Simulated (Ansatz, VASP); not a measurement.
# CaSe in VASP and in Ansatz

```
CELL_PARAMETERS angstrom
0.00000 2.99409 2.99409
2.99409 0.00000 2.99409
2.99409 2.99409 0.00000
ATOMIC_POSITIONS crystal
Ca 0.00000 0.00000 0.00000
Se 0.50000 0.50000 0.50000
```

Alike in both runs: task single point; functional r2SCAN; k mesh 5 × 5 × 5; occupations fermi-dirac, width 0.0192 eV; no spin polarisation.

|  | VASP | Ansatz |
| --- | --- | --- |
| version | VASP 6.6.1 | Ansatz 0.2.0 |
| potentials or method | VASP PAW PBE potentials, release 64 (Ca_sv, Se), cutoff 520 eV | PAW plane waves |
| valence electrons in the cell | 16 | 26 |

|  | VASP | Ansatz | Ansatz less VASP |
| --- | --- | --- | --- |
| gap on the k mesh at the Fermi level (eV) | 2.69 | 2.69 | -0.001 |
| pressure (GPa) | -1.1 | -1.3 | -0.22 |

VASP's potentials were made for PBE, not for r2SCAN. VASP's potentials hold 16 valence electrons a cell and Ansatz's 26, so a difference there can come from the potentials and not from the codes.
